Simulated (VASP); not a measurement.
# MgO (Cm) in VASP: single point with LDA

Aim: the single point of MgO with LDA.

All numbers are computed with VASP 6.6.1; they aren't measurements. Logs are shortened: lines on timing, memory, paths and dates and some standing lists are left out, and cuts for length are marked.

## (1) The cell of the first run

The structure is monoclinic, space group Cm (No. 8). The conventional cell has a = 5.884 Å, b = 5.884 Å, c = 4.161 Å, α = 90.00°, β = 90.00°, γ = 90.00°. Mg (site symmetry m) has 5 O at 1.67 to 2.19 Å within 2.2 Å. Within 3.1 Å of Mg (site symmetry m) lie 6 O at 2.08 Å and 12 Mg at 2.87 to 3.07 Å. Mg (site symmetry 1) has 6 O at 2.08 Å and 2 Mg at 2.61 to 2.72 Å within 2.8 Å. O (site symmetry 1) has 6 Mg at 2.05 to 2.19 Å within 2.7 Å. O (site symmetry m) has 5 Mg at 1.67 to 2.08 Å within 2.2 Å. O (site symmetry m) has 6 Mg at 2.08 Å within 2.8 Å.

## (2) Single point, LDA (atom 1 (Mg) moved by -0.104 Å along [1 1 0] and -0.416 Å along [0 0 1])

File INCAR:

```
SYSTEM = MgO
  PREC = Accurate
  ENCUT = 840
  EDIFF = 1E-6
  ISMEAR = 0
  SIGMA = 0.05
  LREAL = .False.
  LASPH = .True.
  NELM = 120
  ALGO = Normal
  ISIF = 2
  LWAVE = .False.
  LCHARG = .False.
  NBANDS = 42
  GGA_COMPAT = .False.
```

File KPOINTS:

```
Automatic mesh
0
Gamma
  6 6 6
  0 0 0
```

File POSCAR:

```
MgO
1.0
    4.1607146133      0.0000000000      0.0000000000
    0.0000000000     -4.1607146133      0.0000000000
    0.0000000000      0.0000000000     -4.1607146133
Mg O
4 4
Direct
   -0.0176746333      1.0176746333      1.0999828247
    0.5000000000      0.5000000000      1.0000000000
    0.5000000000      1.0000000000      0.5000000000
    0.0000000000      0.5000000000      0.5000000000
    0.5000000000      0.0000000000      0.0000000000
    0.0000000000      0.5000000000      0.0000000000
    0.0000000000      0.0000000000      0.5000000000
    0.5000000000      0.5000000000      0.5000000000
```

Potentials or basis: VASP PAW LDA potentials, release 64 (Mg_sv, O).

Started as:

```bash
$ cat potpaw_LDA.64/Mg_sv/POTCAR potpaw_LDA.64/O/POTCAR > POTCAR
$ mpirun -np 1 vasp_std > vasp.out
```

OUTCAR:

```text
SYSTEM = MgO
   PREC = Accurate
   ENCUT = 840
   EDIFF = 1E-6
   ISMEAR = 0
   LREAL = .False.
   LASPH = .True.
   NELM = 120
   ISIF = 2

 ion  position               nearest neighbor table
   1  0.982  0.018  0.100-   7 1.67   6 2.05   5 2.05
   2  0.500  0.500  0.000-   5 2.08   6 2.08   8 2.08   8 2.08   5 2.08   6 2.08
   3  0.500  0.000  0.500-   5 2.08   7 2.08   8 2.08   5 2.08   8 2.08   7 2.08
   4  0.000  0.500  0.500-   6 2.08   7 2.08   8 2.08   6 2.08   7 2.08   8 2.08
   5  0.500  0.000  0.000-   1 2.05   2 2.08   3 2.08   3 2.08   2 2.08
   6  0.000  0.500  0.000-   1 2.05   2 2.08   4 2.08   4 2.08   2 2.08
   7  0.000  0.000  0.500-   1 1.67   3 2.08   4 2.08   4 2.08   3 2.08
   8  0.500  0.500  0.500-   2 2.08   3 2.08   4 2.08   2 2.08   3 2.08   4 2.08

  LATTYP: Found a simple cubic cell.
 ALAT       =     4.1607146133

  Lattice vectors:

 A1 = (   4.1607146133,   0.0000000000,   0.0000000000)
 A2 = (   0.0000000000,  -4.1607146133,   0.0000000000)
 A3 = (   0.0000000000,   0.0000000000,  -4.1607146133)

Analysis of symmetry for initial positions (statically):
=====================================================================
 Subroutine PRICEL returns:
 Original cell was already a primitive cell.

 Routine SETGRP: Setting up the symmetry group for a
 simple cubic supercell.

 Subroutine GETGRP returns: Found  2 space group operations
 (whereof  2 operations were pure point group operations)
 out of a pool of 48 trial point group operations.

The static configuration has the point symmetry C_1h.

Analysis of symmetry for dynamics (positions and initial velocities):
=====================================================================
 Subroutine PRICEL returns:
 Original cell was already a primitive cell.

 Routine SETGRP: Setting up the symmetry group for a
 simple cubic supercell.

 Subroutine GETGRP returns: Found  2 space group operations
 (whereof  2 operations were pure point group operations)
 out of a pool of 48 trial point group operations.

The dynamic configuration has the point symmetry C_1h.

 Subroutine INISYM returns: Found  2 space group operations
 (whereof  2 operations are pure point group operations),
 and found     1 'primitive' translations

----------------------------------------------------------------------------------------

                                     Primitive cell

  volume of cell :      72.0284

  direct lattice vectors                    reciprocal lattice vectors
     4.160714613  0.000000000  0.000000000     0.240343329  0.000000000  0.000000000
     0.000000000 -4.160714613  0.000000000     0.000000000 -0.240343329  0.000000000
     0.000000000  0.000000000 -4.160714613     0.000000000  0.000000000 -0.240343329

  length of vectors
     4.160714613  4.160714613  4.160714613     0.240343329  0.240343329  0.240343329

  position of ions in fractional coordinates (direct lattice)
     0.982325367  0.017674633  0.099982825
     0.500000000  0.500000000  0.000000000
     0.500000000  0.000000000  0.500000000
     0.000000000  0.500000000  0.500000000
     0.500000000  0.000000000  0.000000000
     0.000000000  0.500000000  0.000000000
     0.000000000  0.000000000  0.500000000
     0.500000000  0.500000000  0.500000000

  ion indices of the primitive-cell ions
   primitive index   ion index
                 1           1
                 2           2
                 3           3
                 4           4
                 5           5
                 6           6
                 7           7
                 8           8

----------------------------------------------------------------------------------------

 KPOINTS: Automatic mesh

Automatic generation of k-mesh.
 Grid dimensions read from file:
 generate k-points for:    6    6    6

 Generating k-lattice:

  Cartesian coordinates                     Fractional coordinates (reciprocal lattice)
     0.040057221  0.000000000  0.000000000     0.166666667  0.000000000  0.000000000
     0.000000000 -0.040057221  0.000000000     0.000000000  0.166666667  0.000000000
     0.000000000  0.000000000 -0.040057221     0.000000000  0.000000000  0.166666667

  Length of vectors
     0.040057221  0.040057221  0.040057221

  Shift w.r.t. Gamma in fractional coordinates (k-lattice)
     0.000000000  0.000000000  0.000000000

 Subroutine IBZKPT returns following result:
 ===========================================

 Found     68 irreducible k-points:

 Following reciprocal coordinates:
            Coordinates               Weight
  0.000000  0.000000  0.000000      1.000000
  0.166667  0.000000  0.000000      4.000000
  0.000000  0.000000  0.166667      2.000000
  0.333333  0.000000  0.000000      4.000000
  0.000000  0.000000  0.333333      2.000000
  0.500000  0.000000  0.000000      2.000000
[... 16 lines left out ...]
  0.333333  0.000000  0.333333      4.000000
 -0.333333  0.333333  0.000000      2.000000
 [... further k-points ...]
   k-points           NKPTS =     68   k-points in BZ     NKDIM =     68   number of bands    NBANDS=     42
   number of dos      NEDOS =    301   number of ions     NIONS =      8
   total plane-waves  NPLWV =  64000
   dimension x,y,z NGX =    40 NGY =   40 NGZ =   40
   dimension x,y,z NGXF=    80 NGYF=   80 NGZF=   80
   ions per type =               4   4
   NGX,Y,Z   is equivalent  to a cutoff of  15.98, 15.98, 15.98 a.u.
   NGXF,Y,Z  is equivalent  to a cutoff of  31.96, 31.96, 31.96 a.u.
 SYSTEM =  MgO
   PREC   = accura    normal or accurate (medium, high low for compatibility)
   ISTART =      0    job   : 0-new  1-cont  2-samecut
   ICHARG =      2    charge: 1-file 2-atom 10-const
   ISPIN  =      1    spin polarized calculation?
   LNONCOLLINEAR =      F non collinear calculations
   LSORBIT =      F    spin-orbit coupling
   LASPH  =      T    aspherical Exc in radial PAW
   ENCUT  =  840.0 eV  61.74 Ry    7.86 a.u.   9.83  9.83  9.83*2*pi/ulx,y,z
   NELM   =    120;   NELMIN=  2; NELMDL= -5     # of ELM steps
   EDIFF  = 0.1E-05   stopping-criterion for ELM
   LREAL  =      F    real-space projection
   EDIFFG = 0.1E-04   stopping-criterion for IOM
   NSW    =      0    number of steps for IOM
   IBRION =     -1    ionic relax: 0-MD 1-quasi-New 2-CG
   NFREE  =      0    steps in history (QN), initial steepest desc. (CG)
   ISIF   =      2    stress and relaxation
   ISYM   =      2    0-nonsym 1-usesym 2-fastsym
   POTIM  = 0.5000    time-step for ionic-motion
   TEBEG  =    0.0;   TEEND  =   0.0 temperature during run
   PSTRESS=    0.0 pullay stress
   NELECT =      64.0000    total number of electrons
   NUPDOWN=      -1.0000    fix difference up-down
   EMIN   =  10.00;   EMAX   =-10.00  energy-range for DOS
   EFERMI =   0.00;   METHOD = LEGACY
   ISMEAR =     0;   SIGMA  =   0.05  broadening in eV -4-tet -1-fermi 0-gaus
   EFERMI_NEDOS =   21; number of points for ismear=-14 and -15
   IALGO  =     38    algorithm
   IMIX   =      4    mixing-type and parameters
     AMIX     =   0.40;   BMIX     =  1.00
     AMIX_MAG =   1.60;   BMIX_MAG =  1.00
  volume/ion in A,a.u.               =       9.00        60.76
  Fermi-wavevector in a.u.,A,eV,Ry     =   1.573863  2.974170 33.702235  2.477044
  Thomas-Fermi vector in A             =   2.675083
   LORBIT       =      0    0 simple, 1 ext, 2 COOP (PROOUT), +10 PAW based schemes
   GGA     = CA    functional components
   LHFCALC =     F    Hartree Fock is set to
   AEXX    =    0.0000 exact exchange contribution
   IVDW    =     0    specifies the selected vdW correction
   LEPSILON=     F    determine dielectric tensor
   LRPA    =     F    only Hartree local field effects (RPA)
 non-spin polarized calculation
 Gauss-broadening in eV      SIGMA  =   0.05
  energy-cutoff  :      840.00
  volume of cell :       72.03
 maximum number of plane-waves:      4012
   NGX = 19   NGY = 19   NGZ = 19

 number of electron      63.9999994 magnetization

 Free energy of the ion-electron system (eV)
  ---------------------------------------------------
  ext. energy  EPLUGINS =         0.00000000
  ---------------------------------------------------
  free energy    TOTEN  =       -51.60006528 eV

  energy without entropy =      -51.60006528  energy(sigma->0) =      -51.60006528

 E-fermi :   3.1900     XC(G=0): -12.1021

 val. band max:        2.8157075396   @ k =   0.0000   0.0000   0.0000
 cond. band min:       7.7930305034   @ k =   0.0000   0.0000   0.0000
 fundamental gap:      4.9773229638
 Fermi energy:         3.1900260657

 k-point     1 :       0.0000    0.0000    0.0000
  band No.  band energies     occupation
      1     -68.5125      2.00000
      2     -68.5044      2.00000
      3     -68.3175      2.00000
      4     -68.2149      2.00000
      5     -36.0522      2.00000
      6     -36.0498      2.00000
[... 34 lines left out ...]
     41      16.1492      0.00000
     42      16.1561      0.00000

 k-point     2 :       0.1667    0.0000    0.0000
  band No.  band energies     occupation
      1     -68.5119      2.00000
      2     -68.5050      2.00000
      3     -68.3176      2.00000
      4     -68.2151      2.00000
      5     -36.0501      2.00000
      6     -36.0471      2.00000
[... 34 lines left out ...]
     41      15.9893      0.00000
     42      16.1795      0.00000

 k-point     3 :       0.0000    0.0000    0.1667
  band No.  band energies     occupation
      1     -68.5125      2.00000
      2     -68.5045      2.00000
      3     -68.3176      2.00000
      4     -68.2150      2.00000
      5     -36.0514      2.00000
      6     -36.0491      2.00000
[... 34 lines left out ...]
     41      16.0040      0.00000
     42      16.0913      0.00000

 k-point     4 :       0.3333    0.0000    0.0000
  band No.  band energies     occupation
      1     -68.5105      2.00000
      2     -68.5066      2.00000
      3     -68.3177      2.00000
      4     -68.2153      2.00000
      5     -36.0452      2.00000
      6     -36.0398      2.00000
[... 844 lines left out ...]
     41      15.3522      0.00000
     42      16.1018      0.00000

 k-point    23 :       0.3333    0.0000    0.3333
  band No.  band energies     occupation
      1     -68.5105      2.00000
      2     -68.5064      2.00000
      3     -68.3178      2.00000
      4     -68.2154      2.00000
      5     -36.0464      2.00000
      6     -36.0386      2.00000
[... 34 lines left out ...]
     41      15.3207      0.00000
     42      16.0815      0.00000

 k-point    24 :      -0.3333    0.3333    0.0000
  band No.  band energies     occupation
      1     -68.5093      2.00000
      2     -68.5075      2.00000
      3     -68.3177      2.00000
      4     -68.2155      2.00000
      5     -36.0680      2.00000
      6     -36.0375      2.00000
[... 34 lines left out ...]
     41      15.5832      0.00000
     42      16.4261      0.00000

 [... further k-points ...]
[... 5 lines left out ...]
  --------------------------------------------------------------------------------------
  -------------------------------------------------------------------------------------
  Total        0.6215937      0.6215937      9.1959619     -0.0018961     -0.2514902     -0.2514902
  in kB       13.8265369     13.8265369    204.5521094     -0.0421759     -5.5940691     -5.5940696
  external PRESSURE =      77.4017277 kB  Pullay stress =       0.0000000 kB

 VOLUME and BASIS-vectors are now :
 -----------------------------------------------------------------------------
  energy-cutoff  :      840.00
  volume of cell :       72.03
      direct lattice vectors                 reciprocal lattice vectors
     4.160714613  0.000000000  0.000000000     0.240343329  0.000000000  0.000000000
     0.000000000 -4.160714613  0.000000000     0.000000000 -0.240343329  0.000000000
     0.000000000  0.000000000 -4.160714613     0.000000000  0.000000000 -0.240343329

 POSITION                                       TOTAL-FORCE (eV/Angst)
 -----------------------------------------------------------------------------------
      4.08718     -0.07354     -0.41600         0.493996      0.493996      8.084599
      2.08036     -2.08036      0.00000        -0.185253     -0.185253      0.320227
      2.08036      0.00000     -2.08036        -0.288516      0.080674     -1.160250
      0.00000     -2.08036     -2.08036         0.080674     -0.288516     -1.160250
      2.08036      0.00000      0.00000        -0.122548     -0.107992     -0.668363
      0.00000     -2.08036      0.00000        -0.107992     -0.122548     -0.668363
      0.00000      0.00000     -2.08036         0.098502      0.098502     -4.871247
      2.08036     -2.08036     -2.08036         0.031137      0.031137      0.123645
 -----------------------------------------------------------------------------------
    total drift:                                0.000223      0.000223      0.000923

  FREE ENERGIE OF THE ION-ELECTRON SYSTEM (eV)
  ---------------------------------------------------
  free  energy   TOTEN  =       -51.6000652848 eV

  energy  without entropy=      -51.6000652848  energy(sigma->0) =      -51.60006528
```

Run time: 2.6 min. Hardware: 1 thread of Intel Xeon 6975P-C (Granite Rapids), shared host; peak memory 0.4 GiB.

Results:

```yaml
Free_energy: -51.6001 eV
Pressure: 7.7 GPa
Largest_force: 8.115 eV/Å
Band_gap_on_the_k_mesh: 4.98 eV
```

Forces on the atoms (eV/Å):
```
Mg   0.494  0.494  8.085
Mg  -0.185 -0.185  0.320
Mg  -0.289  0.081 -1.160
Mg   0.081 -0.289 -1.160
O   -0.123 -0.108 -0.668
O   -0.108 -0.123 -0.668
O    0.099  0.099 -4.871
O    0.031  0.031  0.124
```

Levels at points of the mesh, in eV from the valence-band top:
| k point | band 30 | band 31 | band 32 | band 33 | band 34 | band 35 |
| --- | --- | --- | --- | --- | --- | --- |
| (0.00, 0.00, 0.00) | -0.04 | -0.01 | 0.00 | 4.98 | 8.84 | 9.02 |
| (0.50, 0.00, 0.00) | -0.75 | -0.75 | -0.74 | 8.26 | 8.34 | 10.69 |
| (0.00, 0.00, 0.50) | -0.97 | -0.61 | -0.60 | 7.91 | 8.43 | 10.42 |
| (0.50, 0.50, 0.00) | -0.89 | -0.59 | -0.43 | 9.50 | 9.57 | 9.69 |
| (0.00, 0.50, 0.50) | -0.71 | -0.66 | -0.57 | 9.29 | 9.46 | 9.79 |
| (0.50, 0.50, 0.50) | -0.62 | -0.59 | -0.43 | 7.82 | 7.87 | 8.05 |

Caveat: the cell differs from its parent crystal (atom 1 (Mg) moved by -0.104 Å along [1 1 0] and -0.416 Å along [0 0 1]); the stress differs along the axes, from 1 to 20 GPa; forces of over 1 eV/Å act on the atoms, so gaps and moduli don't describe the material at rest.
